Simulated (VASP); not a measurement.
Write the native input for VASP 6.6.1 that does the following.

* Task: single point
* Functional: PBEsol
* Potentials or basis: VASP PAW PBE potentials, release 64 (Br)
* Cutoff: 520 eV
* k mesh: 6 × 6 × 6
* Occupations: gaussian, width 0.1 eV
* Spin: no spin polarisation
* Dipole correction: no
* Further INCAR settings: ALGO = Normal; EDIFF = 1e-07; NBANDS = 10

The structure of Br lies in POSCAR:

```
Br
1.0
   -1.4234900000      1.4234900000      3.5775200000
    1.4234900000     -1.4234900000      3.5775200000
    1.4234900000      1.4234900000     -3.5775200000
Br
1
Direct
    0.0000000000      0.0000000000      0.0000000000
```

These files were run (other wordings do the same):

INCAR

```
SYSTEM = Br
ALGO     = Normal         ! electronic algorithm
EDIFF    = 1E-7           ! SCF threshold, eV
ENCUT    = 520            ! plane-wave cutoff, eV
GGA      = PS             ! functional
ISIF     = 2              ! what is computed and relaxed
ISMEAR   = 0              ! smearing method
LASPH    = .True.         ! aspherical terms in the spheres
LCHARG   = .True.         ! write CHGCAR
LELF     = .True.         ! ELF
LREAL    = .False.        ! projectors in reciprocal space
LVHAR    = .True.       
LWAVE    = .False.        ! write WAVECAR
NBANDS   = 10             ! bands
NELM     = 60             ! most SCF steps
PREC     = Accurate       ! precision mode
SIGMA    = 0.1            ! smearing width, eV
```

KPOINTS

```
k-points
0
Gamma
  6 6 6
  0 0 0
```

Potentials or basis: VASP PAW PBE potentials, release 64 (Br).

The run is started by

```bash
$ cat potpaw_PBE.64/Br/POTCAR > POTCAR
$ mpirun -np 1 vasp_std > vasp.out
```

Results of the run:

```yaml
Pressure: -0.8 GPa
```

Caveat: the k points lie up to 0.52 Å⁻¹ apart; the PAW data sets were made with another functional, which shifts forces and pressure a little; an odd number of electrons without spin polarisation forces a metal; a magnetic or distorted state may lie lower.

Run time: 21 s on 1 thread of AMD EPYC 7R43 64-Core Processor (Zen 3) (shared host), peak memory 0.13 GiB.
